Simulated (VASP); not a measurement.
# W2S (Fd-3m) in VASP: single point with PBE

Aim: the single point of W2S with PBE.

Everything below comes from runs of VASP 6.6.1. Logs are shortened: lines on timing, memory, paths and dates and some standing lists are left out, and cuts for length are marked.

## (1) The cell of the first run

Symmetry: Fd-3m, No. 227, cubic system. The conventional cell has a = 7.500 Å, b = 7.500 Å, c = 7.500 Å, α = 90.00°, β = 90.00°, γ = 90.00°. W (site symmetry -3m) has 6 W at 2.65 Å and 6 S at 3.11 Å within 3.5 Å. Within 4.1 Å of S (site symmetry -43m) lie 12 W at 3.11 Å and 4 S at 3.25 Å.

## (2) Single point, PBE

Contents of INCAR:

```
PREC = Accurate ; ENCUT = 520
EDIFF = 1E-6 ; ISMEAR = 0
SIGMA = 0.1 ; LREAL = F
LASPH = T ; NELM = 60
ALGO = Normal ; ISIF = 2
LWAVE = F ; LCHARG = F
GGA = PE ; NBANDS = 43
```

Contents of KPOINTS:

```
regular mesh
0
Gamma
  10 10 10
```

Contents of POSCAR:

```
W2S
1.0
    0.0000000000      3.7498714418      3.7498714418
    3.7498714418      0.0000000000      3.7498714418
    3.7498714418      3.7498714418      0.0000000000
W S
4 2
Direct
    0.6250000000      0.6250000000      0.6250000000
    0.1250000000      0.6250000000      0.6250000000
    0.6250000000      0.6250000000      0.1250000000
    0.6250000000      0.1250000000      0.6250000000
    0.0000000000      0.0000000000      0.0000000000
    0.2500000000      0.2500000000      0.2500000000
```

Potentials or basis: VASP PAW PBE potentials, release 64 (W_sv, S).

Command:

```bash
$ cat potpaw_PBE.64/W_sv/POTCAR potpaw_PBE.64/S/POTCAR > POTCAR
$ mpirun -np 1 vasp_std > vasp.out
```

OUTCAR:

```text
PREC = Accurate
   ENCUT = 520
   EDIFF = 1E-6
   ISMEAR = 0
   LREAL = F
   LASPH = T
   NELM = 60
   ISIF = 2
   GGA = PE

 ion  position               nearest neighbor table
   1  0.625  0.625  0.625-   2 2.65   3 2.65   4 2.65   3 2.65   4 2.65   2 2.65   6 3.11   5 3.11
                             6 3.11   5 3.11   6 3.11   5 3.11
   2  0.125  0.625  0.625-   1 2.65   3 2.65   4 2.65   1 2.65   3 2.65   4 2.65   5 3.11   6 3.11
                             6 3.11   5 3.11   5 3.11   6 3.11
   3  0.625  0.625  0.125-   1 2.65   1 2.65   2 2.65   4 2.65   4 2.65   2 2.65   6 3.11   5 3.11
                             6 3.11   5 3.11   6 3.11   5 3.11
   4  0.625  0.125  0.625-   1 2.65   3 2.65   1 2.65   2 2.65   3 2.65   2 2.65   5 3.11   6 3.11
                             6 3.11   5 3.11   6 3.11   5 3.11
   5  0.000  0.000  0.000-   1 3.11   3 3.11   1 3.11   3 3.11   2 3.11   4 3.11   2 3.11   4 3.11
                             4 3.11   1 3.11   3 3.11   2 3.11
   6  0.250  0.250  0.250-   2 3.11   4 3.11   2 3.11   4 3.11   1 3.11   3 3.11   1 3.11   3 3.11
                             1 3.11   3 3.11   2 3.11   4 3.11

  LATTYP: Found a face centered cubic cell.
 ALAT       =     7.4997428836

  Lattice vectors:

 A1 = (   0.0000000000,   3.7498714418,   3.7498714418)
 A2 = (   3.7498714418,   0.0000000000,   3.7498714418)
 A3 = (   3.7498714418,   3.7498714418,   0.0000000000)

Analysis of symmetry for initial positions (statically):
=====================================================================
 Subroutine PRICEL returns:
 Original cell was already a primitive cell.

 Routine SETGRP: Setting up the symmetry group for a
 face centered cubic supercell.

 Subroutine GETGRP returns: Found 48 space group operations
 (whereof 24 operations were pure point group operations)
 out of a pool of 48 trial point group operations.

The static configuration has the point symmetry T_d .
 The point group associated with its full space group is O_h .

Analysis of symmetry for dynamics (positions and initial velocities):
=====================================================================
 Subroutine PRICEL returns:
 Original cell was already a primitive cell.

 Routine SETGRP: Setting up the symmetry group for a
 face centered cubic supercell.

 Subroutine GETGRP returns: Found 48 space group operations
 (whereof 24 operations were pure point group operations)
 out of a pool of 48 trial point group operations.

The dynamic configuration has the point symmetry T_d .
 The point group associated with its full space group is O_h .

[... 105 lines left out ...]
   NELM   =     60;   NELMIN=  2; NELMDL= -5     # of ELM steps
   EDIFF  = 0.1E-05   stopping-criterion for ELM
   LREAL  =      F    real-space projection
   EDIFFG = 0.1E-04   stopping-criterion for IOM
   NSW    =      0    number of steps for IOM
   IBRION =     -1    ionic relax: 0-MD 1-quasi-New 2-CG
   NFREE  =      0    steps in history (QN), initial steepest desc. (CG)
   ISIF   =      2    stress and relaxation
   ISYM   =      2    0-nonsym 1-usesym 2-fastsym
   POTIM  = 0.5000    time-step for ionic-motion
   TEBEG  =    0.0;   TEEND  =   0.0 temperature during run
   PSTRESS=    0.0 pullay stress
   NELECT =      68.0000    total number of electrons
   NUPDOWN=      -1.0000    fix difference up-down
   EMIN   =  10.00;   EMAX   =-10.00  energy-range for DOS
   EFERMI =   0.00;   METHOD = LEGACY
   ISMEAR =     0;   SIGMA  =   0.10  broadening in eV -4-tet -1-fermi 0-gaus
   EFERMI_NEDOS =   21; number of points for ismear=-14 and -15
   IALGO  =     38    algorithm
   IMIX   =      4    mixing-type and parameters
     AMIX     =   0.40;   BMIX     =  1.00
     AMIX_MAG =   1.60;   BMIX_MAG =  1.00
  volume/ion in A,a.u.               =      17.58       118.61
  Fermi-wavevector in a.u.,A,eV,Ry     =   1.414332  2.672700 27.216217  2.000336
  Thomas-Fermi vector in A             =   2.535885
   LORBIT       =      0    0 simple, 1 ext, 2 COOP (PROOUT), +10 PAW based schemes
   GGA     = PE    functional components
   LHFCALC =     F    Hartree Fock is set to
   AEXX    =    0.0000 exact exchange contribution
   IVDW    =     0    specifies the selected vdW correction
   LEPSILON=     F    determine dielectric tensor
   LRPA    =     F    only Hartree local field effects (RPA)
 non-spin polarized calculation
 Gauss-broadening in eV      SIGMA  =   0.10
  energy-cutoff  :      520.00
  volume of cell :      105.46
 maximum number of plane-waves:      2874
   NGX = 19   NGY = 19   NGZ = 19

 number of electron      67.9999994 magnetization

 Free energy of the ion-electron system (eV)
  ---------------------------------------------------
  ext. energy  EPLUGINS =         0.00000000
  ---------------------------------------------------
  free energy    TOTEN  =       -52.30312618 eV

  energy without entropy =      -52.28380945  energy(sigma->0) =      -52.29346782

 E-fermi :   9.1934     XC(G=0): -12.1774

 val. band max:        9.1924388200   @ k =   0.4000   0.3000   0.1000
 cond. band min:       9.1942291394   @ k =  -0.3000   0.4000   0.1000
 fundamental gap:      0.0017903194
 Fermi energy:         9.1933762471

 k-point     1 :       0.0000    0.0000    0.0000
  band No.  band energies     occupation
      1     -65.0135      2.00000
      2     -64.8369      2.00000
      3     -64.8369      2.00000
      4     -64.8369      2.00000
      5     -30.3001      2.00000
      6     -29.6373      2.00000
[... 1093 lines left out ...]
     42      11.4907      0.00000
     43      11.6687      0.00000

 [... further k-points ...]
[... 5 lines left out ...]
  --------------------------------------------------------------------------------------
  -------------------------------------------------------------------------------------
  Total        0.2739685      0.2739685      0.2739685      0.0000000      0.0000000     -0.0000000
  in kB        4.1622878      4.1622878      4.1622878      0.0000000      0.0000000     -0.0000000
  external PRESSURE =       4.1622878 kB  Pullay stress =       0.0000000 kB

 VOLUME and BASIS-vectors are now :
 -----------------------------------------------------------------------------
  energy-cutoff  :      520.00
  volume of cell :      105.46
      direct lattice vectors                 reciprocal lattice vectors
     0.000000000  3.749871442  3.749871442    -0.133337904  0.133337904  0.133337904
     3.749871442  0.000000000  3.749871442     0.133337904 -0.133337904  0.133337904
     3.749871442  3.749871442  0.000000000     0.133337904  0.133337904 -0.133337904

 POSITION                                       TOTAL-FORCE (eV/Angst)
 -----------------------------------------------------------------------------------
      4.68734      4.68734      4.68734        -0.000000      0.000000     -0.000000
      4.68734      2.81240      2.81240        -0.000000      0.000000     -0.000000
      2.81240      2.81240      4.68734        -0.000000      0.000000     -0.000000
      2.81240      4.68734      2.81240        -0.000000      0.000000     -0.000000
      0.00000      0.00000      0.00000         0.000000      0.000000      0.000000
      1.87494      1.87494      1.87494        -0.000000     -0.000000     -0.000000
 -----------------------------------------------------------------------------------
    total drift:                                0.000000      0.000000      0.000000

  FREE ENERGIE OF THE ION-ELECTRON SYSTEM (eV)
  ---------------------------------------------------
  free  energy   TOTEN  =       -52.3031261830 eV

  energy  without entropy=      -52.2838094513  energy(sigma->0) =      -52.29346782
```

Wall time 3.3 min (1 thread of Intel Xeon Platinum 8259CL at 2.50GHz (Skylake/Cascade Lake), shared host); peak memory 0.33 GiB.

Results:

- Free energy: -52.3031 eV
- Pressure: 0.4 GPa
- Band gap on the k mesh: zero (band 34 reaches 10.21 eV, above the bottom of band 35 at 8.58 eV)

Caveat: spin-orbit coupling is left out, which moves the levels of the heavy elements.
